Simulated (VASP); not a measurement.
SnGeTe2: single point with PBE

The system is SnGeTe2.

```
CELL_PARAMETERS angstrom
2.14876 1.24059 7.04588
-2.14876 1.24059 7.04588
0.00000 -2.48117 7.04588
ATOMIC_POSITIONS crystal
Ge 0.00000 0.00000 0.00000
Sn 0.50000 0.50000 0.50000
Te 0.25613 0.25613 0.25613
Te 0.74387 0.74387 0.74387
```

This cell differs from its parent crystal: volume changed by -6%.

| Property | Result |
| --- | --- |
| Program | VASP 6.6.1 |
| Task | single point |
| Functional | PBE |
| Potentials or basis | VASP PAW PBE potentials, release 64 (Ge_d, Sn_d, Te) |
| Cutoff | 520 eV |
| k mesh | 6 × 6 × 6 |
| Occupations | gaussian, width 0.01 eV |
| Spin | no spin polarisation |

```
Pressure               : 3.1 GPa
Largest force          : 0.014 eV/Å
Band gap on the k mesh : 0.12 eV, indirect (least direct gap 0.16 eV)
```

Forces in eV/Å, atoms in the order of the input:
```
Ge   0.000  0.000  0.000
Sn   0.000  0.000  0.000
Te   0.000  0.000  0.014
Te   0.000  0.000 -0.014
```

Levels at points of the mesh, in eV from the valence-band top:
```
           k point  band 16  band 17  band 18  band 19  band 20  band 21  band 22  band 23  band 24  band 25
(0.00, 0.00, 0.00)    -2.13    -2.10    -1.72    -1.72     0.00     0.16     0.25     0.25     3.46     3.47
(0.50, 0.00, 0.00)    -4.21    -3.42    -2.91    -2.81    -2.43     2.73     2.76     2.90     2.95     4.16
(0.50, 0.50, 0.00)    -3.93    -3.89    -1.71    -1.69    -0.05     0.12     0.20     0.23     2.21     5.18
(0.50, 0.50, 0.50)    -2.07    -1.94    -1.94    -1.43    -0.44     1.35     1.35     1.65     1.79     1.79
```

Wall time 2.4 min on 1 thread of Intel(R) Xeon(R) Platinum 8559C (Emerald Rapids), with other jobs on the host, peak memory 0.49 GiB.

Caveat: spin-orbit coupling is left out, which moves the levels of the heavy elements. A k mesh can miss the band edges.
